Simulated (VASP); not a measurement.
**InP: single point with PBE**

Crystal: InP.

```
CELL_PARAMETERS angstrom
0.00000 2.93900 2.93900
2.93900 0.00000 2.93900
2.93900 2.93900 0.00000
ATOMIC_POSITIONS crystal
In 0.00000 0.00000 0.00000
P 0.25000 0.25000 0.25000
```

| Item | Value |
| --- | --- |
| Program | VASP 6.6.1 |
| Task | single point |
| Functional | PBE |
| Potentials or basis | VASP PAW PBE potentials, release 64 (In_d, P) |
| Cutoff | 500 eV |
| k mesh | 7 × 7 × 7 |
| Occupations | fermi-dirac, width 0.05 eV |
| Spin | no spin polarisation |

```
Pressure               : 2.6 GPa
Band gap on the k mesh : 0.66 eV, direct
```

Levels at points of the mesh, in eV from the valence-band top:
| k point | band 7 | band 8 | band 9 | band 10 | band 11 | band 12 |
| --- | --- | --- | --- | --- | --- | --- |
| (0.00, 0.00, 0.00) | 0.00 | 0.00 | 0.00 | 0.66 | 4.09 | 4.09 |

Wall time 29 s on 1 thread of Intel Xeon 8259CL, with other jobs on the host, peak memory 0.17 GiB.

Caveat: spin-orbit coupling is left out, which moves the levels of the heavy elements. PBE gaps usually lie below the measured ones, often by a third to a half.
